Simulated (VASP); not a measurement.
Runs of VASP 6.6.1 on PbS (CsCl type). The structure is that of space group Pm-3m (No. 221), or close to it. The cells are those of the table. 

| task | level | potentials or basis | cell | cutoff (eV) | smearing | k mesh for the DOS | occupations for the DOS | gap on the mesh (eV) | pressure (GPa) |
| --- | --- | --- | --- | --- | --- | --- | --- | --- | --- |
| single point | LDA | VASP PAW LDA potentials, release 64 (Pb_d, S) | a = 3.499 Å, 2 atoms | 520 | tetrahedron | - | - | none | 3.3 |
| single point | PBE | VASP PAW PBE potentials, release 64 (Pb_d, S) | a = 3.499 Å, 2 atoms | 520 | fermi-dirac 0.1 eV | - | - | none | 9.1 |
| relaxation of cell and atoms | PBE | VASP PAW PBE potentials, release 64 (Pb_d, S) | relaxed from a = 3.321 Å, 2 atoms | 600 | fermi-dirac 0.1 eV | - | - | none | 0.0 |
| single point | PBE | VASP PAW PBE potentials, release 64 (Pb_d, S) | a = 3.577 Å, 2 atoms | 520 | fermi-dirac 0.1 eV | - | - | none | 3.8 |
| single point | PBE | VASP PAW PBE potentials, release 64 (Pb_d, S) | a = 3.273 Å, 2 atoms | 520 | fermi-dirac 0.1 eV | - | - | none | 36.6 |
| single point | PBE | VASP PAW PBE potentials, release 64 (Pb_d, S) | a = 2.992 Å, 2 atoms | 520 | fermi-dirac 0.1 eV | - | - | none | 120.2 |
| single point | PBE | VASP PAW PBE potentials, release 64 (Pb_d, S) | a = 3.652 Å, 2 atoms | 520 | fermi-dirac 0.1 eV | - | - | none | (b) |
| single point | PBE | VASP PAW PBE potentials, release 64 (Pb_d, S) | a = 3.390 Å, 2 atoms | 520 | fermi-dirac 0.1 eV | - | - | none | (a) |

Alike in all rows: no spin polarisation; k mesh 11 × 11 × 11.

Task: Fill in the values left out.

Result: (a) 19.7; (b) -0.1.

Caveats: spin-orbit coupling is left out, which moves the levels of the heavy elements; tetrahedron occupations give inexact forces and stress in metals (some runs).

A k mesh can miss the band edges, and the runs leave out spin-orbit coupling on Pb.

A gap of «none» marks levels without a gap at the run's occupations.
